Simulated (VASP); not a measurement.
Crystal: Ir.

```xyz
1
Lattice="0.0000 1.9156 1.9156 1.9156 0.0000 1.9156 1.9156 1.9156 0.0000" Properties=species:S:1:pos:R:3 pbc="T T T"
Ir    0.0000    0.0000    0.0000
```

* Program: VASP 6.6.1
* Task: relaxation of cell and atoms
* Functional: BLYP
* Dispersion: D3(BJ)
* Potentials or basis: VASP PAW PBE potentials, release 64 (Ir_sv_GW)
* Cutoff: 500 eV
* k mesh: 12 × 12 × 12
* Occupations: fermi-dirac, width 0.05 eV
* Spin: no spin polarisation

At the start: pressure 6.7 GPa; volume 14.06 Å³/atom.

Problem. How do energy, volume and symmetry change on relaxing?

Solution. Over 4 steps the energy falls by 5.1 meV/atom and the volume is 14.31 Å³/atom (+1.8 %); space group Fm-3m (No. 225, to 0.05 Å).

The path:
| step | energy change (eV) | largest force (eV/Å) | pressure (GPa) | volume (Å³) |
| --- | --- | --- | --- | --- |
| 1 | 0.0000 | 0.0000 | 6.70 | 14.06 |
| 2 | 0.0617 | 0.0000 | -20.32 | 15.29 |
| 3 | -0.0051 | 0.0000 | -0.20 | 14.31 |
| 4 | -0.0051 | 0.0000 | 0.00 | 14.31 |

Final structure:
```yaml
crystal:
  lattice:
    - [0.00000, 1.92682, 1.92682]
    - [1.92682, 0.00000, 1.92682]
    - [1.92682, 1.92682, 0.00000]
  atoms:
    - { symbol: Ir, position: [0.00000, 0.00000, 0.00000] }
```

Caveat: the PAW data sets were made with another functional, which shifts forces and pressure a little; pairwise dispersion overbinds metals, which lowers pressure and volume.
